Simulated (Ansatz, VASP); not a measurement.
MgGeSb2: VASP beside Ansatz

```
CELL_PARAMETERS angstrom
4.46602 0.00000 0.00000
0.00000 4.46602 0.00000
0.00000 0.00000 6.51101
ATOMIC_POSITIONS crystal
Mg 0.00000 0.00000 0.00000
Sb 0.00000 0.50000 0.25899
Sb 0.50000 0.00000 0.74101
Ge 0.50000 0.50000 0.50000
```

Alike in both runs: task single point; functional PBE; k mesh 6 × 6 × 4; occupations fermi-dirac, width 0.02 eV; no spin polarisation.

```csv
,VASP,Ansatz
version,VASP 6.6.1,Ansatz 0.2.0
potentials or method,"VASP PAW PBE potentials, release 64 (Mg, Sb, Ge_d)","plane waves, PAW"
plane-wave cutoff (eV),520,420
valence electrons in the cell,26,54
```

VASP gave:

```
pressure (GPa)                     : 0.0
rms of the force components (eV/Å) : 0.004
```

Question: What did Ansatz give for the same quantities?

Answer: Pressure (GPa): 0.0; rms of the force components (eV/Å): 0.000.

VASP's potentials hold 26 valence electrons a cell and Ansatz's 54, so a difference there can come from the potentials and not from the codes.

Neither program's run includes spin-orbit coupling.
